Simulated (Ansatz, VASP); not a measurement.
# LiF: VASP beside Ansatz

INCAR

```
PREC = Accurate
ENCUT = 520
EDIFF = 1E-6
ISMEAR = 0
SIGMA = 0.02
LREAL = False
LASPH = True
NELM = 100
ALGO = Normal
ISIF = 2
LWAVE = False
LCHARG = False
GGA = PS
NBANDS = 18
```

File KPOINTS:

```
Automatic mesh
0
Gamma
  9 9 6
```

The input POSCAR:

```
LiF
1.0
    3.0822439586      0.0000000000     -0.0036119090
   -1.5411219793      2.7366862175      0.0018059545
   -0.0056726430      0.0000000000      4.6134451701
Li F
2 2
Direct
    0.3098064319      0.6669373184      0.4043864320
    0.6428691235      0.3330626816      0.9043864320
    0.3754385330      0.7035526314      0.9706115680
    0.6718859116      0.2964473686      0.4706115680
```

Input for Ansatz:

```yaml
crystal:
  lattice:
    - [3.0822439586, 0.0, -0.003611909]
    - [-1.5411219793, 2.7366862175, 0.0018059545]
    - [-0.005672643, 0.0, 4.6134451701]
  atoms:
    - { symbol: Li, position: [0.3098064319, 0.6669373184, 0.404386432] }
    - { symbol: Li, position: [0.6428691235, 0.3330626816, 0.904386432] }
    - { symbol: F, position: [0.375438533, 0.7035526314, 0.970611568] }
    - { symbol: F, position: [0.6718859116, 0.2964473686, 0.470611568] }
basis:
  ecutwfc: 420
kpoints:
  mp_grid: { grid: [9, 9, 6] }
hamiltonian:
  xc: pbesol
scf:
  occupations: { method: gaussian, width: 0.02 }
output:
  forces: true
  stress: true
  eigenvalues: true
```

Alike in both runs: task single point; functional PBEsol; k mesh 9 × 9 × 6; occupations gaussian, width 0.02 eV; no spin polarisation.

|  | VASP | Ansatz |
| --- | --- | --- |
| version | VASP 6.6.1 | Ansatz 0.2.0 |
| potentials or method | VASP PAW PBE potentials, release 64 (Li_sv, F), cutoff 520 eV | scalar-relativistic, plane waves, PAW |
| valence electrons in the cell | 20 | 20 |

VASP gave:

```
gap on the k mesh at the Fermi level (eV) : 7.43
least direct gap on the mesh (eV)         : 7.43
rms of the force components (eV/Å)        : 0.412
```

What did Ansatz give for the same quantities?

gap on the k mesh at the Fermi level (eV): 7.44; least direct gap on the mesh (eV): 7.44; rms of the force components (eV/Å): 0.395.

VASP's potentials were made for PBE, not for PBEsol. Atom by atom the forces differ by 0.017 eV/Å (rms over components). The functional is the same, so the differences come from potentials, cutoffs and numerics.

Noted on VASP's run: the cutoff is short for stress, so the pressure is rough.
